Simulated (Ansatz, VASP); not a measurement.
**Fe in VASP and in Ansatz**

```
CELL_PARAMETERS angstrom
-1.32388 1.32388 1.43900
1.32388 -1.32388 1.43900
1.32388 1.32388 -1.43900
ATOMIC_POSITIONS crystal
Fe 0.00000 0.00000 0.00000
```

Change from the starting cell: strain -0.080 along x and y, +0.000 along z, atoms carried along.

Alike in both runs: task single point; functional PBEsol; k mesh 24 × 24 × 24; occupations gaussian, width 0.15 eV; collinear spin.

|  | VASP | Ansatz |
| --- | --- | --- |
| version | VASP 6.6.1 | Ansatz 0.2.0 |
| potentials or method | VASP PAW PBE potentials, release 64 (Fe), cutoff 520 eV | scalar-relativistic, plane waves, PAW |
| valence electrons in the cell | 8 | 16 |

Ansatz gave:

| Quantity | Value |
| --- | --- |
| gap on the k mesh at the Fermi level (eV) | none |
| pressure (GPa) | 19.1 |
| traceless stress, the component that is largest in VASP (GPa) | -8.52 |
| net moment per atom (μB) | 1.97 |
| size of the moment on the site where the two differ most (μB) | 1.98 |

Q: What did VASP give for the same quantities?

A: gap on the k mesh at the Fermi level (eV): none; pressure (GPa): 18.8; traceless stress, the component that is largest in VASP (GPa): -8.60; net moment per atom (μB): 1.98; size of the moment on the site where the two differ most (μB): 1.95.

VASP's potentials were made for PBE, not for PBEsol. Site moments also hang on the region over which each program counts them. A gap of «none» marks a metal or a gap that the smearing closes. VASP's potentials hold 8 valence electrons a cell and Ansatz's 16, so a difference there can come from the potentials and not from the codes.
